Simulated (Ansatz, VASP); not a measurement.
## Ir in VASP and in Ansatz

```
CELL_PARAMETERS angstrom
2.71933 0.00000 0.00000
0.00000 2.71933 0.00000
0.00000 0.00000 23.69140
ATOMIC_POSITIONS crystal
Ir 0.00000 0.00000 0.34160
Ir 0.50000 0.50000 0.41793
Ir 0.00000 0.00000 0.50000
Ir 0.50000 0.50000 0.58207
Ir 0.00000 0.00000 0.65840
```

Alike in both runs: functional r2SCAN; k mesh 15 × 15 × 1; occupations fermi-dirac, width 0.1 eV; no spin polarisation.

Ansatz relaxed the structure, and its values are those at the end. VASP's run is a single point on that final structure, the one shown.

|  | VASP | Ansatz |
| --- | --- | --- |
| version | VASP 6.6.1 | Ansatz 0.2.0 |
| potentials or method | VASP PAW PBE potentials, release 64 (Ir) | PAW with Ansatz's default frozen-core files, scalar-relativistic |
| plane-wave cutoff (eV) | 520 | 500 |
| valence electrons in the cell | 45 | 85 |

Ansatz gave:

* rms of the force components (eV/Å): 0.000

Task: Which values does VASP return?

Result: rms of the force components (eV/Å): 0.061.

VASP's potentials were made for PBE, not for r2SCAN. VASP's potentials hold 45 valence electrons a cell and Ansatz's 85, so a difference there can come from the potentials and not from the codes. Ansatz's warnings: stress scf threshold loose.

Neither program's run includes spin-orbit coupling.
